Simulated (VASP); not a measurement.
A run of VASP 6.6.1 is set up as follows.

The input INCAR:

```
PREC = Accurate
ENCUT = 600
EDIFF = 1E-6
ISMEAR = 0
SIGMA = 0.1
LREAL = False
LASPH = True
NELM = 150
ALGO = Normal
ISIF = 3
LWAVE = False
LCHARG = False
ISPIN = 2
MAGMOM = 0 0 0 0 0 0 0 0
LORBIT = 11
LMAXMIX = 4
GGA = PE
IBRION = 2
NSW = 90
EDIFFG = -0.04
```

The input KPOINTS:

```
Automatic mesh
0
Gamma
  4 4 4
```

File POSCAR:

```
NbAl4N3
1.0
   -3.5219190000      3.5219190000      3.5219190000
    3.5219190000     -3.5219190000      3.5219190000
    3.5219190000      3.5219190000     -3.5219190000
Al Nb N
4 1 3
Direct
    0.5000000000      0.5000000000      0.5000000000
    0.0000000000      0.0000000000      0.5000000000
    0.0000000000      0.5000000000      0.0000000000
    0.5000000000      0.0000000000      0.0000000000
    0.0000000000      0.0000000000      0.0000000000
    0.0000000000      0.5000000000      0.5000000000
    0.5000000000      0.0000000000      0.5000000000
    0.5000000000      0.5000000000      0.0000000000
```

Potentials or basis: VASP PAW PBE potentials, release 64 (Al, Nb_sv, N).

Command:

```bash
$ cat potpaw_PBE.64/Al/POTCAR potpaw_PBE.64/Nb_sv/POTCAR potpaw_PBE.64/N/POTCAR > POTCAR
$ mpirun -np 1 vasp_std > vasp.out
```

Predict the relaxed volume.

12.17 Å³/atom.

Predict the band gap on the k mesh.

zero (filled and empty bands overlap).

Estimate the net moment.

0.00 μB per cell.

Final structure:
```xyz
8
Lattice="-2.8980 2.8980 2.8980 2.8980 -2.8980 2.8980 2.8980 2.8980 -2.8980" Properties=species:S:1:pos:R:3 pbc="T T T"
Al    1.4490    1.4490    1.4490
Al    1.4490    1.4490   -1.4490
Al    1.4490   -1.4490    1.4490
Al   -1.4490    1.4490    1.4490
Nb    0.0000    5.7960    0.0000
N     2.8980    0.0000    0.0000
N     0.0000    2.8980    0.0000
N     0.0000    0.0000    2.8980
```

Caveat: the volume moved by over 15 % at a fixed basis, so the end points are rough.
